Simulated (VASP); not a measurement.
CaSe: single point with LDA

The system is CaSe.

```
Ca Se
1.0
     0.00000    2.96754    2.96754
     2.96754    0.00000    2.96754
     2.96754    2.96754    0.00000
Ca Se
1 1
Cartesian
  0.0000 0.0000 0.0000
  2.9675 2.9675 2.9675
```

| Quantity | Value |
| --- | --- |
| Program | VASP 6.6.1 |
| Task | single point |
| Functional | LDA |
| Potentials or basis | VASP PAW LDA potentials, release 64 (Ca_sv, Se) |
| Cutoff | 520 eV |
| k mesh | 4 × 4 × 4 |
| Occupations | gaussian, width 0.01 eV |
| Spin | no spin polarisation |

* Pressure: -3.3 GPa
* Band gap on the k mesh: 1.87 eV (least direct gap 2.81 eV)

Levels at points of the mesh, in eV from the valence-band top:
| k point | band 5 | band 6 | band 7 | band 8 | band 9 | band 10 | band 11 | band 12 |
| --- | --- | --- | --- | --- | --- | --- | --- | --- |
| (0.00, 0.00, 0.00) | -11.80 | 0.00 | 0.00 | 0.00 | 3.04 | 3.53 | 3.53 | 3.53 |
| (0.50, 0.00, 0.00) | -11.11 | -3.31 | -1.21 | -1.21 | 4.34 | 5.28 | 5.31 | 5.31 |
| (0.50, 0.50, 0.00) | -11.23 | -2.52 | -0.94 | -0.94 | 1.87 | 4.78 | 4.90 | 5.84 |

It took 3.9 s on 1 thread of Intel(R) Xeon(R) Platinum 8488C (Sapphire Rapids), on a shared host, peak memory 0.15 GiB.

Caveat: the k points lie up to 0.46 Å⁻¹ apart. A k mesh can miss the band edges.
